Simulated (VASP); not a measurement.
# MgB2 in VASP: notebook

The runs below take MgB2 through single point, with PBEsol.

Program: VASP 6.6.1. These are calculated values, not measurements. Logs are shortened: lines on timing, memory, paths and dates and some standing lists are left out, and cuts for length are marked.

## 1. The cell of the first run

The cell holds layers a few Å apart, 6 atoms: a = 3.085 Å, b = 3.085 Å, c = 8.046 Å, α = 90.00°, β = 90.00°, γ = 120.00°.

## 2. Single point, PBEsol

INCAR reads:

```
PREC     = Accurate       # precision mode
ENCUT    = 520            # plane-wave cutoff, eV
EDIFF    = 1E-6           # SCF threshold, eV
ISMEAR   = -1             # smearing method
SIGMA    = 0.1            # smearing width, eV
LREAL    = False          # projectors in reciprocal space
LASPH    = True           # aspherical terms in the spheres
NELM     = 120            # most SCF steps
ALGO     = Normal         # electronic algorithm
ISIF     = 2              # what is computed and relaxed
LWAVE    = False          # write WAVECAR
LCHARG   = False          # write CHGCAR
GGA      = PS             # functional
NBANDS   = 17             # bands
GGA_COMPAT= False        
NELMDL   = -8
```

KPOINTS reads:

```
Automatic mesh
0
Gamma
  6 6 3
```

POSCAR reads:

```
MgB2
1.0
    3.0850000000      0.0000000000      0.0000000000
   -1.5425000000      2.6716883700      0.0000000000
    0.0000000000      0.0000000000      8.0460000000
Mg B
2 4
Direct
    0.0000000000      0.0000000000      0.0000000000
    0.0000000000      0.0000000000      0.4378573204
    0.3333333333      0.6666666667      0.2189286602
    0.6666666667      0.3333333333      0.2189286602
    0.3333333333      0.6666666667      0.6567859806
    0.6666666667      0.3333333333      0.6567859806
```

Potentials or basis: VASP PAW PBE potentials, release 64 (Mg, B).

On the command line:

```
$ cat potpaw_PBE.64/Mg/POTCAR potpaw_PBE.64/B/POTCAR > POTCAR
$ mpirun -np 1 vasp_std > vasp.out
```

OUTCAR:

```text
PREC = Accurate
   ENCUT = 520
   EDIFF = 1E-6
   ISMEAR = -1
   LREAL = False
   LASPH = True
   NELM = 120
   ISIF = 2
   GGA = PS
   NELMDL = -8

 ion  position               nearest neighbor table
   1  0.000  0.000  0.000-   3 2.51   4 2.51   4 2.51   3 2.51   4 2.51   3 2.51   2 3.52
   2  0.000  0.000  0.438-   3 2.51   5 2.51   4 2.51   6 2.51   5 2.51   6 2.51   3 2.51   4 2.51
                             4 2.51   6 2.51   3 2.51   5 2.51   1 3.52
   3  0.333  0.667  0.219-   4 1.78   4 1.78   4 1.78   2 2.51   1 2.51   1 2.51   2 2.51   2 2.51
                             1 2.51
   4  0.667  0.333  0.219-   3 1.78   3 1.78   3 1.78   1 2.51   2 2.51   1 2.51   2 2.51   1 2.51
                             2 2.51
   5  0.333  0.667  0.657-   6 1.78   6 1.78   6 1.78   2 2.51   2 2.51   2 2.51
   6  0.667  0.333  0.657-   5 1.78   5 1.78   5 1.78   2 2.51   2 2.51   2 2.51

  LATTYP: Found a hexagonal cell.
 ALAT       =     3.0850000000
 C/A-ratio  =     2.6081037277

  Lattice vectors:

 A1 = (   3.0850000000,   0.0000000000,   0.0000000000)
 A2 = (  -1.5425000000,   2.6716883700,   0.0000000000)
 A3 = (   0.0000000000,   0.0000000000,   8.0460000000)

Analysis of symmetry for initial positions (statically):
=====================================================================
 Subroutine PRICEL returns:
 Original cell was already a primitive cell.

 Routine SETGRP: Setting up the symmetry group for a
 hexagonal supercell.

 Subroutine GETGRP returns: Found 12 space group operations
 (whereof 12 operations were pure point group operations)
 out of a pool of 24 trial point group operations.

The static configuration has the point symmetry C_6v.

Analysis of symmetry for dynamics (positions and initial velocities):
=====================================================================
 Subroutine PRICEL returns:
 Original cell was already a primitive cell.

 Routine SETGRP: Setting up the symmetry group for a
 hexagonal supercell.

 Subroutine GETGRP returns: Found 12 space group operations
 (whereof 12 operations were pure point group operations)
 out of a pool of 24 trial point group operations.

The dynamic configuration has the point symmetry C_6v.

 Subroutine INISYM returns: Found 12 space group operations
 (whereof 12 operations are pure point group operations),
 and found     1 'primitive' translations

----------------------------------------------------------------------------------------

                                     Primitive cell

  volume of cell :      66.3164

  direct lattice vectors                    reciprocal lattice vectors
     3.085000000  0.000000000  0.000000000     0.324149109  0.187147575  0.000000000
    -1.542500000  2.671688370  0.000000000     0.000000000  0.374295150  0.000000000
     0.000000000  0.000000000  8.046000000     0.000000000  0.000000000  0.124285359

  length of vectors
     3.085000000  3.084999999  8.046000000     0.374295150  0.374295150  0.124285359

  position of ions in fractional coordinates (direct lattice)
     0.000000000  0.000000000  0.000000000
     0.000000000  0.000000000  0.437857320
     0.333333333  0.666666667  0.218928660
     0.666666667  0.333333333  0.218928660
     0.333333333  0.666666667  0.656785981
     0.666666667  0.333333333  0.656785981

  ion indices of the primitive-cell ions
   primitive index   ion index
                 1           1
                 2           2
                 3           3
                 4           4
                 5           5
                 6           6

----------------------------------------------------------------------------------------

 KPOINTS: Automatic mesh

Automatic generation of k-mesh.
 Grid dimensions read from file:
 generate k-points for:    6    6    3

 Generating k-lattice:

  Cartesian coordinates                     Fractional coordinates (reciprocal lattice)
     0.054024851  0.031191263  0.000000000     0.166666667  0.000000000  0.000000000
     0.000000000  0.062382525  0.000000000     0.000000000  0.166666667  0.000000000
     0.000000000  0.000000000  0.041428453     0.000000000  0.000000000  0.333333333

  Length of vectors
     0.062382525  0.062382525  0.041428453

  Shift w.r.t. Gamma in fractional coordinates (k-lattice)
     0.000000000  0.000000000  0.000000000

 Subroutine IBZKPT returns following result:
 ===========================================

 Found     14 irreducible k-points:

 Following reciprocal coordinates:
            Coordinates               Weight
  0.000000  0.000000  0.000000      1.000000
  0.166667  0.000000  0.000000      6.000000
  0.333333  0.000000  0.000000      6.000000
  0.500000 -0.000000  0.000000      3.000000
  0.166667  0.166667  0.000000      6.000000
  0.333333  0.166667  0.000000     12.000000
  0.333333  0.333333  0.000000      2.000000
  0.000000  0.000000  0.333333      2.000000
  0.166667  0.000000  0.333333     12.000000
  0.333333  0.000000  0.333333     12.000000
  0.500000 -0.000000  0.333333      6.000000
  0.166667  0.166667  0.333333     12.000000
  0.333333  0.166667  0.333333     24.000000
  0.333333  0.333333  0.333333      4.000000
   k-points           NKPTS =     14   k-points in BZ     NKDIM =     14   number of bands    NBANDS=     17
   number of dos      NEDOS =    301   number of ions     NIONS =      6
   total plane-waves  NPLWV =  34560
   dimension x,y,z NGX =    24 NGY =   24 NGZ =   60
   dimension x,y,z NGXF=    48 NGYF=   48 NGZF=  120
   ions per type =               2   4
   NGX,Y,Z   is equivalent  to a cutoff of  12.93, 12.93, 12.40 a.u.
   NGXF,Y,Z  is equivalent  to a cutoff of  25.87, 25.87, 24.79 a.u.
 SYSTEM =  unknown system
   PREC   = accura    normal or accurate (medium, high low for compatibility)
   ISTART =      0    job   : 0-new  1-cont  2-samecut
   ICHARG =      2    charge: 1-file 2-atom 10-const
   ISPIN  =      1    spin polarized calculation?
   LNONCOLLINEAR =      F non collinear calculations
   LSORBIT =      F    spin-orbit coupling
   LASPH  =      T    aspherical Exc in radial PAW
   ENCUT  =  520.0 eV  38.22 Ry    6.18 a.u.   5.74  5.74 14.96*2*pi/ulx,y,z
   NELM   =    120;   NELMIN=  2; NELMDL= -8     # of ELM steps
   EDIFF  = 0.1E-05   stopping-criterion for ELM
   LREAL  =      F    real-space projection
   EDIFFG = 0.1E-04   stopping-criterion for IOM
   NSW    =      0    number of steps for IOM
   IBRION =     -1    ionic relax: 0-MD 1-quasi-New 2-CG
   NFREE  =      0    steps in history (QN), initial steepest desc. (CG)
   ISIF   =      2    stress and relaxation
   ISYM   =      2    0-nonsym 1-usesym 2-fastsym
   POTIM  = 0.5000    time-step for ionic-motion
   TEBEG  =    0.0;   TEEND  =   0.0 temperature during run
   PSTRESS=    0.0 pullay stress
   NELECT =      16.0000    total number of electrons
   NUPDOWN=      -1.0000    fix difference up-down
   EMIN   =  10.00;   EMAX   =-10.00  energy-range for DOS
   EFERMI =   0.00;   METHOD = LEGACY
   ISMEAR =    -1;   SIGMA  =   0.10  broadening in eV -4-tet -1-fermi 0-gaus
   EFERMI_NEDOS =   21; number of points for ismear=-14 and -15
   IALGO  =     38    algorithm
   IMIX   =      4    mixing-type and parameters
     AMIX     =   0.40;   BMIX     =  1.00
     AMIX_MAG =   1.60;   BMIX_MAG =  1.00
  volume/ion in A,a.u.               =      11.05        74.59
  Fermi-wavevector in a.u.,A,eV,Ry     =   1.019157  1.925928 14.132117  1.038681
  Thomas-Fermi vector in A             =   2.152655
   LORBIT       =      0    0 simple, 1 ext, 2 COOP (PROOUT), +10 PAW based schemes
   GGA     = PS    functional components
   LHFCALC =     F    Hartree Fock is set to
   AEXX    =    0.0000 exact exchange contribution
   IVDW    =     0    specifies the selected vdW correction
   LEPSILON=     F    determine dielectric tensor
   LRPA    =     F    only Hartree local field effects (RPA)
 non-spin polarized calculation
  energy-cutoff  :      520.00
  volume of cell :       66.32
 maximum number of plane-waves:      1794
 NGX is ok and might be reduce to    24
   NGX = 11   NGY = 11   NGZ = 29

 number of electron      16.0000000 magnetization

 Free energy of the ion-electron system (eV)
  ---------------------------------------------------
  ext. energy  EPLUGINS =         0.00000000
  ---------------------------------------------------
  free energy    TOTEN  =       -31.21574784 eV

  energy without entropy =      -31.16271047  energy(sigma->0) =      -31.18922915

 E-fermi :   4.3895     XC(G=0): -10.3774

 val. band max:        4.2842325356   @ k =   0.3333   0.1667   0.0000
 cond. band min:       4.5072418902   @ k =   0.1667   0.0000   0.3333
 fundamental gap:      0.2230093546
 Fermi energy:         4.3894656454

 k-point     1 :       0.0000    0.0000    0.0000
  band No.  band energies     occupation
      1      -7.8730      2.00000
      2      -6.5630      2.00000
      3      -2.7635      2.00000
      4       0.8574      2.00000
      5       3.2947      1.99996
      6       4.6769      0.10688
[... 9 lines left out ...]
     16      12.8354      0.00000
     17      14.1367      0.00000

 k-point     2 :       0.1667    0.0000    0.0000
  band No.  band energies     occupation
      1      -7.4000      2.00000
      2      -6.1147      2.00000
      3      -2.2153      2.00000
      4       1.3492      2.00000
      5       2.6837      2.00000
      6       3.5380      1.99960
[... 9 lines left out ...]
     16      13.3132      0.00000
     17      13.4918      0.00000

 k-point     3 :       0.3333    0.0000    0.0000
  band No.  band energies     occupation
      1      -6.0043      2.00000
      2      -4.7872      2.00000
      3      -0.6750      2.00000
      4      -0.6271      2.00000
      5       0.3550      2.00000
      6       2.5478      2.00000
[... 192 lines left out ...]
 k-point    13 :       0.3333    0.1667    0.3333
  band No.  band energies     occupation
      1      -4.6275      2.00000
      2      -3.5783      2.00000
      3      -1.9446      2.00000
      4      -0.9529      2.00000
      5       0.5944      2.00000
      6       1.2313      2.00000
[... 9 lines left out ...]
     16      12.3838      0.00000
     17      12.7944      0.00000

 k-point    14 :       0.3333    0.3333    0.3333
  band No.  band energies     occupation
      1      -2.7662      2.00000
      2      -2.7662      2.00000
      3      -1.7931      2.00000
      4      -1.7931      2.00000
      5      -1.4639      2.00000
      6      -0.3732      2.00000
[... 9 lines left out ...]
     16      13.3245      0.00000
     17      13.7787      0.00000

------------------------ aborting loop because EDIFF is reached ----------------------------------------

  FORCE on cell =-STRESS in cart. coord.  units (eV):
  Direction    XX          YY          ZZ          XY          YZ          ZX
  --------------------------------------------------------------------------------------
  -------------------------------------------------------------------------------------
  Total       -1.2359723     -1.2359723     -6.0975925      0.0000000     -0.0000000      0.0000000
  in kB      -29.8605848    -29.8605848   -147.3153443      0.0000000     -0.0000000      0.0000000
  external PRESSURE =     -69.0121713 kB  Pullay stress =       0.0000000 kB

 VOLUME and BASIS-vectors are now :
 -----------------------------------------------------------------------------
  energy-cutoff  :      520.00
  volume of cell :       66.32
      direct lattice vectors                 reciprocal lattice vectors
     3.085000000  0.000000000  0.000000000     0.324149109  0.187147575  0.000000000
    -1.542500000  2.671688370  0.000000000     0.000000000  0.374295150  0.000000000
     0.000000000  0.000000000  8.046000000     0.000000000  0.000000000  0.124285359

 POSITION                                       TOTAL-FORCE (eV/Angst)
 -----------------------------------------------------------------------------------
      0.00000      0.00000      0.00000         0.000000      0.000000     -0.492806
      0.00000      0.00000      3.52300        -0.000000      0.000000      0.259517
     -0.00000      1.78113      1.76150         0.000000      0.000000     -0.345516
      1.54250      0.89056      1.76150        -0.000000      0.000000     -0.345516
     -0.00000      1.78113      5.28450        -0.000000      0.000000      0.462161
      1.54250      0.89056      5.28450        -0.000000     -0.000000      0.462161
 -----------------------------------------------------------------------------------
    total drift:                                0.000000      0.000000     -0.000275

  FREE ENERGIE OF THE ION-ELECTRON SYSTEM (eV)
  ---------------------------------------------------
  free  energy   TOTEN  =       -31.2157478380 eV

  energy  without entropy=      -31.1627104688  energy(sigma->0) =      -31.18922915
```

It took 40 s on 1 thread of Intel Xeon 8259CL, shared host; peak memory 0.18 GiB.

Results:

```
Free energy            : -31.2157 eV
Largest force          : 0.493 eV/Å
Band gap on the k mesh : zero (bands 8 and 9 overlap by 1.66 eV)
```

Forces on the atoms (eV/Å):
```
Mg   0.000  0.000 -0.493
Mg   0.000  0.000  0.260
B    0.000  0.000 -0.346
B    0.000  0.000 -0.346
B    0.000  0.000  0.462
B    0.000  0.000  0.462
```

Levels at points of the mesh, in eV from the Fermi level:
| k point | band 5 | band 6 | band 7 | band 8 | band 9 | band 10 | band 11 | band 12 |
| --- | --- | --- | --- | --- | --- | --- | --- | --- |
| (0.00, 0.00, 0.00) | -1.09 | 0.29 | 0.29 | 0.99 | 0.99 | 6.15 | 6.15 | 6.74 |
| (0.50, 0.00, 0.00) | -3.21 | -2.29 | -1.47 | -1.14 | -0.11 | 2.40 | 2.85 | 3.50 |

Caveat: the k points lie up to 0.39 Å⁻¹ apart, too coarse for converged energies and pressures of a metal; the PAW data sets were made with another functional, which shifts forces and pressure a little.

## 3. Single point, PBEsol

This run uses another cell than the first one, of 12.43 Å³/atom.

INCAR reads:

```
SYSTEM = MgB2
  PREC = Accurate
  ENCUT = 520
  EDIFF = 1E-6
  ISMEAR = -1
  SIGMA = 0.1
  LREAL = .FALSE.
  LASPH = .TRUE.
  NELM = 120
  ALGO = Normal
  ISIF = 2
  LWAVE = .FALSE.
  LCHARG = .TRUE.
  GGA = PS
  LELF = .TRUE.
  LVHAR = .TRUE.
  NBANDS = 17
  GGA_COMPAT = .FALSE.
  NELMDL = -8
```

KPOINTS reads:

```
Automatic mesh
0
G
  6 6 3
  0 0 0
```

POSCAR reads:

```
MgB2
1.0
    3.0850000000      0.0000000000      0.0000000000
   -1.5425000000      2.6716883700      0.0000000000
    0.0000000000      0.0000000000      9.0460000000
Mg B
2 4
Direct
    0.0000000000      0.0000000000      0.0000000000
    0.0000000000      0.0000000000      0.3894539023
    0.3333333333      0.6666666667      0.1947269511
    0.6666666667      0.3333333333      0.1947269511
    0.3333333333      0.6666666667      0.5841808534
    0.6666666667      0.3333333333      0.5841808534
```

Potentials or basis: VASP PAW PBE potentials, release 64 (Mg, B).

On the command line:

```
$ cat potpaw_PBE.64/Mg/POTCAR potpaw_PBE.64/B/POTCAR > POTCAR
$ mpirun -np 1 vasp_std > vasp.out
```

It took 47 s on 1 thread of Intel Xeon 8259CL, shared host; peak memory 0.18 GiB.

It converged, with:

- Free energy: -30.4349 eV
- Largest force: 0.493 eV/Å
- Band gap on the k mesh: zero (bands 8 and 9 overlap by 1.64 eV)

Forces in eV/Å, atoms in the order of the input:
```
Mg   0.000  0.000 -0.096
Mg   0.000  0.000  0.493
B    0.000  0.000 -0.215
B    0.000  0.000 -0.215
B    0.000  0.000  0.016
B    0.000  0.000  0.016
```

Levels at points of the mesh, in eV from the Fermi level:
| k point | band 4 | band 5 | band 6 | band 7 | band 8 | band 9 | band 10 | band 11 | band 12 | band 13 |
| --- | --- | --- | --- | --- | --- | --- | --- | --- | --- | --- |
| (0.00, 0.00, 0.00) | -3.22 | -1.93 | 0.25 | 0.25 | 1.30 | 1.30 | 5.45 | 6.13 | 6.13 | 6.23 |
| (0.50, 0.00, 0.00) | -6.24 | -2.87 | -2.33 | -1.13 | -0.75 | 0.23 | 2.38 | 2.50 | 3.28 | 4.63 |

Caveat: the k points lie up to 0.39 Å⁻¹ apart, too coarse for converged energies and pressures of a metal; the PAW data sets were made with another functional, which shifts forces and pressure a little.

## 4. Single point, PBEsol

This run uses another cell than the first one, of 13.80 Å³/atom.

INCAR reads:

```
SYSTEM = MgB2
ALGO = Normal
EDIFF = 1E-6
ENCUT = 520
GGA = PS
GGA_COMPAT = .False.
ISIF = 2
ISMEAR = -1
LASPH = .True.
LCHARG = .False.
LREAL = .False.
LWAVE = .False.
NBANDS = 17
NELM = 120
NELMDL = -8
PREC = Accurate
SIGMA = 0.1
```

KPOINTS reads:

```
k-points
0
Gamma
  6 6 3
  0 0 0
```

POSCAR reads:

```
MgB2
1.0
    3.0850000000      0.0000000000      0.0000000000
   -1.5425000000      2.6716883700      0.0000000000
    0.0000000000      0.0000000000     10.0460000000
Mg B
2 4
Direct
    0.0000000000      0.0000000000      0.0000000000
    0.0000000000      0.0000000000      0.3506868405
    0.3333333333      0.6666666667      0.1753434203
    0.6666666667      0.3333333333      0.1753434203
    0.3333333333      0.6666666667      0.5260302608
    0.6666666667      0.3333333333      0.5260302608
```

On the command line:

```
$ cat potpaw_PBE.64/Mg/POTCAR potpaw_PBE.64/B/POTCAR > POTCAR
$ mpirun -np 1 vasp_std > vasp.out
```

Wall time 40 s (1 thread of Intel Xeon 8259CL, shared host); peak memory 0.2 GiB.

The run converged. Its results:

- Free energy: -30.2150 eV
- Largest force: 0.527 eV/Å
- Band gap on the k mesh: zero (bands 8 and 9 overlap by 1.67 eV)

Forces on the atoms (eV/Å):
```
Mg   0.000  0.000  0.149
Mg   0.000  0.000  0.527
B    0.000  0.000 -0.208
B    0.000  0.000 -0.208
B    0.000  0.000 -0.129
B    0.000  0.000 -0.129
```

Levels at points of the mesh, in eV from the Fermi level:
```csv
k point,band 4,band 5,band 6,band 7,band 8,band 9,band 10,band 11,band 12,band 13
"(0.00, 0.00, 0.00)",-3.34,-1.89,0.24,0.24,1.35,1.35,4.39,5.11,6.12,6.12
"(0.50, 0.00, 0.00)",-6.18,-2.82,-2.34,-1.08,-0.67,0.21,2.22,2.41,3.55,4.54
```

Caveat: the k points lie up to 0.39 Å⁻¹ apart, too coarse for converged energies and pressures of a metal; the PAW data sets were made with another functional, which shifts forces and pressure a little.

[end of part 1 of 2]

The gap in the log of VASP goes by the Fermi energy; the results here count the filled bands.